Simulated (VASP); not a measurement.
CdTe: single point with PBEsol

Crystal: CdTe.

```
Cd Te
1.0
     3.21226    3.21226    0.00000
    -3.21226    3.21226    0.00000
     0.00000    3.21226    3.28831
Cd Te
1 1
Direct
  0.00000 0.00000 0.00000
  0.75000 0.25000 0.50000
```

This cell differs from its parent crystal: film at in-plane strain -0.01.

* Program: VASP 6.6.1
* Task: single point
* Functional: PBEsol
* Potentials or basis: VASP PAW PBE potentials, release 64 (Cd, Te)
* Cutoff: 520 eV
* k mesh: 6 × 6 × 6
* Occupations: gaussian, width 0.01 eV
* Spin: non-collinear spin, zero start, spin-orbit coupling
* Starting moments: [[0.0, 0.0, 0.0], [0.0, 0.0, 0.0]] μB

* Pressure: 0.5 GPa
* Net moment: 0.00 μB per cell
* Valence electrons inside the program's atomic spheres: Cd 10.32; Te 3.42

Stress tensor (GPa, compression positive):
```
0.63 0.00 0.00
0.00 0.63 0.00
0.00 0.00 0.22
```

Moments on the atoms (μB; x, y, z):
```
Cd  0.00 0.00 0.00
Te  0.00 0.00 0.00
```

It took 2.2 min on 1 thread of Intel(R) Xeon(R) Platinum 8375C CPU @ 2.90GHz (Ice Lake), with other jobs on the host, peak memory 0.45 GiB.

Caveat: the cell differs from its parent crystal (film at in-plane strain -0.01); the PAW data sets were made with another functional, which shifts forces and pressure a little.
